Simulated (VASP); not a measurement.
SnC2: single point with PBE

The system is SnC2.

```
CELL_PARAMETERS angstrom
4.81938 0.00000 0.00000
0.00000 4.81938 0.00000
0.00000 0.00000 4.81938
ATOMIC_POSITIONS crystal
Sn 0.00000 0.00000 0.00000
Sn 0.50000 0.50000 0.50000
C 0.25000 0.25000 0.25000
C 0.25000 0.75000 0.75000
C 0.75000 0.75000 0.25000
C 0.75000 0.25000 0.75000
```

```
Program             : VASP 6.6.1
Task                : single point
Functional          : PBE
Potentials or basis : VASP PAW PBE potentials, release 64 (Sn_d, C)
Cutoff              : 520 eV
k mesh              : 8 × 8 × 8
Occupations         : gaussian, width 0.1 eV
Spin                : no spin polarisation
```

- Pressure: -0.2 GPa
- Band gap on the k mesh: zero (band 22 reaches 4.66 eV, above the bottom of band 23 at 3.62 eV)

Levels at points of the mesh, in eV from the Fermi level:
```
           k point  band 18  band 19  band 20  band 21  band 22  band 23  band 24  band 25  band 26  band 27
(0.00, 0.00, 0.00)    -2.98    -2.01    -2.01     0.09     0.09     0.09     1.10     1.10     1.10     1.58
(0.50, 0.00, 0.00)    -3.21    -1.13    -1.13    -0.83    -0.83     0.22     0.22     0.22     0.22     4.46
(0.50, 0.50, 0.00)    -2.94    -1.84    -1.84    -0.98    -0.98     0.33     0.33     0.93     0.93     4.98
(0.50, 0.50, 0.50)    -4.42    -0.48    -0.48    -0.48     0.93     0.93     0.93     0.97     0.97     1.94
```

Run time: 69 s on 1 thread of Intel(R) Xeon(R) Platinum 8559C (Emerald Rapids) (shared host), peak memory 0.25 GiB.

Caveat: spin-orbit coupling is left out, which moves the levels of the heavy elements.
